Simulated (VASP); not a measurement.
**BaTiO3: electric field gradients with LDA**

Crystal: BaTiO3.

```
CELL_PARAMETERS angstrom
4.00730 0.06011 0.06011
0.06011 4.00730 0.06011
0.06011 0.06011 4.00730
ATOMIC_POSITIONS crystal
Ba 0.50000 0.50000 0.50000
Ti 0.00000 0.00000 0.00000
O 0.50000 0.00000 0.00000
O 0.00000 0.50000 0.00000
O 0.00000 0.00000 0.50000
```

This cell differs from its parent crystal: equal xy, yz and zx shear strains of +3 %.

```yaml
Program: VASP 6.6.1
Task: electric field gradients
Functional: LDA
Potentials_or_basis: VASP PAW LDA potentials, release 64 (Ba_sv, Ti_sv, O)
Cutoff: 520 eV
k_mesh: 8 × 8 × 8
Occupations: fermi-dirac, width 0.05 eV
Spin: no spin polarisation
Dipole_correction: no
Further_INCAR_settings: ALGO = Normal; EDIFF = 1e-08; NBANDS = 28
```

| Quantity | Value |
| --- | --- |
| Pressure | -7.2 GPa |
| Band gap on the k mesh | 1.55 eV, indirect (least direct gap 1.63 eV) |

Stress tensor (GPa, compression positive):
```
-7.18 -3.65 -3.65
-3.65 -7.18 -3.65
-3.65 -3.65 -7.18
```

Levels at points of the mesh, in eV from the valence-band top:
```
           k point  band 16  band 17  band 18  band 19  band 20  band 21  band 22  band 23  band 24  band 25
(0.00, 0.00, 0.00)    -1.19    -1.04    -0.36    -0.08    -0.08     1.55     1.55     1.70     3.87     3.87
(0.50, 0.00, 0.00)    -2.01    -1.96    -1.81    -0.90    -0.62     1.77     3.37     3.42     3.89     5.88
(0.50, 0.50, 0.00)    -2.74    -1.77    -0.96    -0.85    -0.12     3.37     3.42     3.81     4.72     7.61
(0.50, 0.50, 0.50)    -2.36    -2.36    -0.08     0.00     0.00     4.04     4.04     4.13     6.50     6.50
```

Electric field gradients, principal values (V/Å²):
```csv
atom,least,middle,greatest (by size)
1 Ba,-22.235,-22.235,44.470
2 Ti,5.558,5.558,-11.117
3 O,-10.999,-11.818,22.817
4 O,-10.999,-11.818,22.817
5 O,-10.999,-11.818,22.817
```

Run time: 3.3 min on 1 thread of AMD EPYC 7R43 64-Core Processor (Zen 3), on a shared host, peak memory 0.19 GiB.

Caveat: the cell differs from its parent crystal (equal xy, yz and zx shear strains of +3 %); without QUAD_EFG the Cq values of the log hold for a quadrupole moment of 1 mb, not for the nuclei; spin-orbit coupling is left out, which moves the levels of the heavy elements. A k mesh can miss the band edges.
